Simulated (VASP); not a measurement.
Here is a VASP 6.6.1 calculation.

File INCAR:

```
ALGO = Normal
EDIFF = 1E-7
ENCUT = 520
GGA = PE
ISIF = 2
ISMEAR = 0
LASPH = T
LCHARG = T
LELF = T
LREAL = F
LVHAR = T
LWAVE = F
NBANDS = 41
NELM = 100
PREC = Accurate
SIGMA = 0.02
```

KPOINTS

```
k-points
0
Gamma
  6 6 6
```

The input POSCAR:

```
Si4Sn
1.0
   -4.4955346961      4.4955346961      2.8534140513
    4.4955346961     -4.4955346961      2.8534140513
    4.4955346961      4.4955346961     -2.8534140513
Si Sn
8 2
Direct
    0.1667094151      0.0659840339      0.6860514877
    0.5832905849      0.1840159661      0.8139485123
    0.2306579273      0.4167094151      0.6007253812
    0.9340159661      0.6200674539      0.1007253812
    0.8159840339      0.6299325461      0.3992746188
    0.3700674539      0.7693420727      0.1860514877
    0.3799325461      0.4806579273      0.3139485123
    0.5193420727      0.8332905849      0.8992746188
    0.7500000000      0.2500000000      0.5000000000
    0.0000000000      0.0000000000      0.0000000000
```

Potentials or basis: VASP PAW PBE potentials, release 64 (Si, Sn_d).

Command:

```bash
$ cat potpaw_PBE.64/Si/POTCAR potpaw_PBE.64/Sn_d/POTCAR > POTCAR
$ mpirun -np 1 vasp_std > vasp.out
```

Q: Estimate the pressure.

A: -0.1 GPa.

Q: Estimate the band gap on the k mesh.

A: 0.71 eV, indirect (least direct gap 1.20 eV).

Forces on the atoms (eV/Å):
```
Si   0.001 -0.002 -0.002
Si  -0.001  0.002  0.002
Si  -0.002 -0.001 -0.002
Si  -0.002 -0.001  0.002
Si   0.002  0.001 -0.002
Si   0.001 -0.002  0.002
Si  -0.001  0.002 -0.002
Si   0.002  0.001  0.002
Sn   0.000  0.000  0.000
Sn   0.000  0.000  0.000
```

Caveat: spin-orbit coupling is left out, which moves the levels of the heavy elements. A k mesh can miss the band edges.
